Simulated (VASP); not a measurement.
# Re (P6_3/mmc) in VASP: notebook, part 2 of 2

VASP 6.6.1. The steps go on from the part before.

### 6 Single point, LDA

Contents of INCAR:

```
ALGO = Normal
EDIFF = 1E-6
ENCUT = 560
GGA = CA
GGA_COMPAT = False
ISIF = 2
ISMEAR = 0
LASPH = True
LCHARG = False
LREAL = False
LWAVE = False
NBANDS = 22
NELM = 120
PREC = Accurate
SIGMA = 0.03
```

Contents of KPOINTS:

```
k-points
0
Gamma
  13 13 7
```

Contents of POSCAR:

```
Re
1.0
    2.7391880258      0.0000000000      0.0000000000
   -1.3695940129      2.3722064161      0.0000000000
    0.0000000000      0.0000000000      4.4118668232
Re
2
Direct
    0.3333333333      0.6666666667      0.2500000000
    0.6666666667      0.3333333333      0.7500000000
```

Potentials or basis: VASP PAW LDA potentials, release 64 (Re_sv_GW).

Started as:

```sh
cat potpaw_LDA.64/Re_sv_GW/POTCAR > POTCAR
mpirun -np 1 vasp_std > vasp.out
```

OUTCAR:

```text
EDIFF = 1E-6
   ENCUT = 560
   GGA = CA
   ISIF = 2
   ISMEAR = 0
   LASPH = True
   LREAL = False
   NELM = 120
   PREC = Accurate

 ion  position               nearest neighbor table
   1  0.333  0.667  0.250-   2 2.71   2 2.71   2 2.71   2 2.71   2 2.71   2 2.71
   2  0.667  0.333  0.750-   1 2.71   1 2.71   1 2.71   1 2.71   1 2.71   1 2.71

  LATTYP: Found a hexagonal cell.
 ALAT       =     2.7391880258
 C/A-ratio  =     1.6106476743

  Lattice vectors:

 A1 = (   2.7391880258,   0.0000000000,   0.0000000000)
 A2 = (  -1.3695940129,   2.3722064161,   0.0000000000)
 A3 = (   0.0000000000,   0.0000000000,   4.4118668232)

Analysis of symmetry for initial positions (statically):
=====================================================================
 Subroutine PRICEL returns:
 Original cell was already a primitive cell.

 Routine SETGRP: Setting up the symmetry group for a
 hexagonal supercell.

 Subroutine GETGRP returns: Found 24 space group operations
 (whereof 12 operations were pure point group operations)
 out of a pool of 24 trial point group operations.

The static configuration has the point symmetry D_3d.
 The point group associated with its full space group is D_6h.

Analysis of symmetry for dynamics (positions and initial velocities):
=====================================================================
 Subroutine PRICEL returns:
 Original cell was already a primitive cell.

 Routine SETGRP: Setting up the symmetry group for a
 hexagonal supercell.

 Subroutine GETGRP returns: Found 24 space group operations
 (whereof 12 operations were pure point group operations)
 out of a pool of 24 trial point group operations.

The dynamic configuration has the point symmetry D_3d.
 The point group associated with its full space group is D_6h.

 Subroutine INISYM returns: Found 24 space group operations
 (whereof 12 operations are pure point group operations),
 and found     1 'primitive' translations

----------------------------------------------------------------------------------------

                                     Primitive cell

  volume of cell :      28.6680

  direct lattice vectors                    reciprocal lattice vectors
     2.739188026  0.000000000  0.000000000     0.365071689  0.210774238  0.000000000
    -1.369594013  2.372206416  0.000000000     0.000000000  0.421548476  0.000000000
     0.000000000  0.000000000  4.411866823     0.000000000  0.000000000  0.226661420

  length of vectors
     2.739188026  2.739188026  4.411866823     0.421548476  0.421548476  0.226661420

  position of ions in fractional coordinates (direct lattice)
     0.333333333  0.666666667  0.250000000
     0.666666667  0.333333333  0.750000000

  ion indices of the primitive-cell ions
   primitive index   ion index
                 1           1
                 2           2

----------------------------------------------------------------------------------------

 KPOINTS: k-points

Automatic generation of k-mesh.
 Grid dimensions read from file:
 generate k-points for:   13   13    7

 Generating k-lattice:

  Cartesian coordinates                     Fractional coordinates (reciprocal lattice)
     0.028082438  0.016213403  0.000000000     0.076923077  0.000000000  0.000000000
     0.000000000  0.032426806  0.000000000     0.000000000  0.076923077  0.000000000
     0.000000000  0.000000000  0.032380203     0.000000000  0.000000000  0.142857143

  Length of vectors
     0.032426806  0.032426806  0.032380203

  Shift w.r.t. Gamma in fractional coordinates (k-lattice)
     0.000000000  0.000000000  0.000000000

 Subroutine IBZKPT returns following result:
 ===========================================

 Found     84 irreducible k-points:

 Following reciprocal coordinates:
            Coordinates               Weight
  0.000000  0.000000  0.000000      1.000000
  0.076923 -0.000000  0.000000      6.000000
  0.153846  0.000000  0.000000      6.000000
  0.230769 -0.000000  0.000000      6.000000
  0.307692  0.000000  0.000000      6.000000
  0.384615 -0.000000  0.000000      6.000000
[... 16 lines left out ...]
  0.076923 -0.000000  0.142857     12.000000
  0.153846  0.000000  0.142857     12.000000
 [... further k-points ...]
   k-points           NKPTS =     84   k-points in BZ     NKDIM =     84   number of bands    NBANDS=     22
   number of dos      NEDOS =    301   number of ions     NIONS =      2
   total plane-waves  NPLWV =  20736
   dimension x,y,z NGX =    24 NGY =   24 NGZ =   36
   dimension x,y,z NGXF=    48 NGYF=   48 NGZF=   72
   ions per type =               2
   NGX,Y,Z   is equivalent  to a cutoff of  14.57, 14.57, 13.57 a.u.
   NGXF,Y,Z  is equivalent  to a cutoff of  29.13, 29.13, 27.13 a.u.
 SYSTEM =  unknown system
   PREC   = accura    normal or accurate (medium, high low for compatibility)
   ISTART =      0    job   : 0-new  1-cont  2-samecut
   ICHARG =      2    charge: 1-file 2-atom 10-const
   ISPIN  =      1    spin polarized calculation?
   LNONCOLLINEAR =      F non collinear calculations
   LSORBIT =      F    spin-orbit coupling
   LASPH  =      T    aspherical Exc in radial PAW
   ENCUT  =  560.0 eV  41.16 Ry    6.42 a.u.   5.29  5.29  8.51*2*pi/ulx,y,z
   NELM   =    120;   NELMIN=  2; NELMDL= -5     # of ELM steps
   EDIFF  = 0.1E-05   stopping-criterion for ELM
   LREAL  =      F    real-space projection
   EDIFFG = 0.1E-04   stopping-criterion for IOM
   NSW    =      0    number of steps for IOM
   IBRION =     -1    ionic relax: 0-MD 1-quasi-New 2-CG
   NFREE  =      0    steps in history (QN), initial steepest desc. (CG)
   ISIF   =      2    stress and relaxation
   ISYM   =      2    0-nonsym 1-usesym 2-fastsym
   POTIM  = 0.5000    time-step for ionic-motion
   TEBEG  =    0.0;   TEEND  =   0.0 temperature during run
   PSTRESS=    0.0 pullay stress
   NELECT =      30.0000    total number of electrons
   NUPDOWN=      -1.0000    fix difference up-down
   EMIN   =  10.00;   EMAX   =-10.00  energy-range for DOS
   EFERMI =   0.00;   METHOD = LEGACY
   ISMEAR =     0;   SIGMA  =   0.03  broadening in eV -4-tet -1-fermi 0-gaus
   EFERMI_NEDOS =   21; number of points for ismear=-14 and -15
   IALGO  =     38    algorithm
   IMIX   =      4    mixing-type and parameters
     AMIX     =   0.40;   BMIX     =  1.00
     AMIX_MAG =   1.60;   BMIX_MAG =  1.00
  volume/ion in A,a.u.               =      14.33        96.73
  Fermi-wavevector in a.u.,A,eV,Ry     =   1.662071  3.140860 37.585841  2.762481
  Thomas-Fermi vector in A             =   2.749025
   LORBIT       =      0    0 simple, 1 ext, 2 COOP (PROOUT), +10 PAW based schemes
   GGA     = CA    functional components
   LHFCALC =     F    Hartree Fock is set to
   AEXX    =    0.0000 exact exchange contribution
   IVDW    =     0    specifies the selected vdW correction
   LEPSILON=     F    determine dielectric tensor
   LRPA    =     F    only Hartree local field effects (RPA)
 non-spin polarized calculation
 Gauss-broadening in eV      SIGMA  =   0.03
  energy-cutoff  :      560.00
  volume of cell :       28.67
 maximum number of plane-waves:       874
 NGX is ok and might be reduce to    24
   NGX = 11   NGY = 11   NGZ = 17

 number of electron      30.0000002 magnetization

 Free energy of the ion-electron system (eV)
  ---------------------------------------------------
  ext. energy  EPLUGINS =         0.00000000
  ---------------------------------------------------
  free energy    TOTEN  =       -30.76051564 eV

  energy without entropy =      -30.75985504  energy(sigma->0) =      -30.76018534

 E-fermi :  13.2239     XC(G=0): -14.5756

 val. band max:       13.2013156866   @ k =   0.1538   0.0769   0.0000
 cond. band min:      13.2396924479   @ k =   0.1538   0.0769   0.1429
 fundamental gap:      0.0383767613
 Fermi energy:        13.2238687732

 k-point     1 :       0.0000    0.0000    0.0000
  band No.  band energies     occupation
      1     -66.1851      2.00000
      2     -66.0421      2.00000
      3     -28.9725      2.00000
      4     -27.8010      2.00000
      5     -27.8010      2.00000
      6     -27.6046      2.00000
[... 14 lines left out ...]
     21      23.5814      0.00000
     22      26.7677      0.00000
[... 552 lines left out ...]
  band No.  band energies     occupation
      1     -66.1537      2.00000
      2     -66.0377      2.00000
      3     -28.8242      2.00000
      4     -28.0053      2.00000
      5     -27.8766      2.00000
      6     -27.8601      2.00000
[... 14 lines left out ...]
     21      24.5568      0.00000
     22      28.2638      0.00000

 [... further k-points ...]

------------------------ aborting loop because EDIFF is reached ----------------------------------------

  FORCE on cell =-STRESS in cart. coord.  units (eV):
  Direction    XX          YY          ZZ          XY          YZ          ZX
  --------------------------------------------------------------------------------------
  -------------------------------------------------------------------------------------
  Total       -0.0278167     -0.0278167     -0.1175029      0.0000000      0.0000000      0.0000000
  in kB       -1.5546022     -1.5546022     -6.5669291      0.0000000      0.0000000      0.0000000
  external PRESSURE =      -3.2253778 kB  Pullay stress =       0.0000000 kB

 VOLUME and BASIS-vectors are now :
 -----------------------------------------------------------------------------
  energy-cutoff  :      560.00
  volume of cell :       28.67
      direct lattice vectors                 reciprocal lattice vectors
     2.739188026  0.000000000  0.000000000     0.365071689  0.210774238  0.000000000
    -1.369594013  2.372206416  0.000000000     0.000000000  0.421548476  0.000000000
     0.000000000  0.000000000  4.411866823     0.000000000  0.000000000  0.226661420

 POSITION                                       TOTAL-FORCE (eV/Angst)
 -----------------------------------------------------------------------------------
     -0.00000      1.58147      1.10297         0.000000     -0.000000      0.000000
      1.36959      0.79074      3.30890        -0.000000      0.000000      0.000000
 -----------------------------------------------------------------------------------
    total drift:                               -0.000000      0.000000     -0.000000

  FREE ENERGIE OF THE ION-ELECTRON SYSTEM (eV)
  ---------------------------------------------------
  free  energy   TOTEN  =       -30.7605156382 eV

  energy  without entropy=      -30.7598550434  energy(sigma->0) =      -30.76018534
```

OSZICAR:

```text
N       E                     dE             d eps       ncg     rms          rms(c)
DAV:   1     0.283354053850E+03    0.28335E+03   -0.21792E+04  3768   0.152E+03
DAV:   2    -0.201389717660E+02   -0.30349E+03   -0.29168E+03  4562   0.435E+02
DAV:   3    -0.328311350169E+02   -0.12692E+02   -0.12576E+02  4524   0.832E+01
DAV:   4    -0.329608723748E+02   -0.12974E+00   -0.12970E+00  4060   0.845E+00
DAV:   5    -0.329618893417E+02   -0.10170E-02   -0.10170E-02  4596   0.677E-01    0.155E+02
DAV:   6    -0.310685497288E+02    0.18933E+01   -0.28208E+00  4110   0.117E+01    0.920E+01
DAV:   7    -0.308398735523E+02    0.22868E+00   -0.20795E+00  4380   0.947E+00    0.806E+00
DAV:   8    -0.307602511423E+02    0.79622E-01   -0.28677E-01  4014   0.402E+00    0.120E+00
DAV:   9    -0.307605772011E+02   -0.32606E-03   -0.42173E-03  4410   0.552E-01    0.136E+00
DAV:  10    -0.307605173823E+02    0.59819E-04   -0.29660E-04  4104   0.127E-01    0.792E-02
DAV:  11    -0.307605160745E+02    0.13079E-05   -0.49091E-06  4476   0.165E-02    0.241E-01
DAV:  12    -0.307605156382E+02    0.43631E-06   -0.81661E-07  2456   0.982E-03
   1 F= -.30760516E+02 E0= -.30760185E+02  d E =-.660595E-03
```

stdout:

```text
POSCAR found type information on POSCAR Re
 POSCAR found :  1 types and       2 ions
 scaLAPACK will be used
 LDA part: xc-table for (Slater(with rela. corr.)+CA(PZ))
 , standard interpolation
 POSCAR, INCAR and KPOINTS ok, starting setup
 FFT: planning ... GRIDC
 FFT: planning ... GRID_SOFT
 FFT: planning ... GRID
 WAVECAR not read
 entering main loop
```

Wall time 38 s (1 thread of Intel Xeon Platinum 8488C (Sapphire Rapids), shared host); peak memory 0.18 GiB.

Results:

* Free energy: -30.7605 eV
* Pressure: -0.3 GPa
* Band gap on the k mesh: zero (bands 15 and 16 overlap by 3.05 eV)

Stress tensor (GPa, compression positive):
```
-0.16  0.00  0.00
 0.00 -0.16  0.00
 0.00  0.00 -0.66
```

Levels at points of the mesh, in eV from the Fermi level:
```csv
k point,band 11,band 12,band 13,band 14,band 15,band 16,band 17,band 18,band 19,band 20
"(0.00, 0.00, 0.00)",-1.65,-1.65,-1.61,-0.77,-0.77,0.16,0.16,0.86,3.48,3.48
```

Caveat: spin-orbit coupling is left out, which moves the levels of the heavy elements.

### 7 Summary

```tsv
k mesh	smearing	gap on the mesh (eV)	pressure (GPa)
13 × 13 × 7	methfessel-paxton 0.03 eV	none	-0.3
13 × 13 × 7	methfessel-paxton 0.2 eV	none	-0.3
19 × 19 × 10	fermi-dirac 0.1 eV	none	0.0
13 × 13 × 7	fermi-dirac 0.01 eV	none	-0.3
13 × 13 × 7	gaussian 0.03 eV	none	-0.3
```

Alike in all rows: task single point; level LDA; potentials or basis VASP PAW LDA potentials, release 64 (Re_sv_GW); no spin polarisation; cell as given; cutoff (eV) 560.

Caveats: spin-orbit coupling is left out, which moves the levels of the heavy elements.

Total energies depend on the potentials used, so only differences within one code and one set of settings carry meaning.

The gap in the log of VASP goes by the Fermi energy; the results here count the filled bands.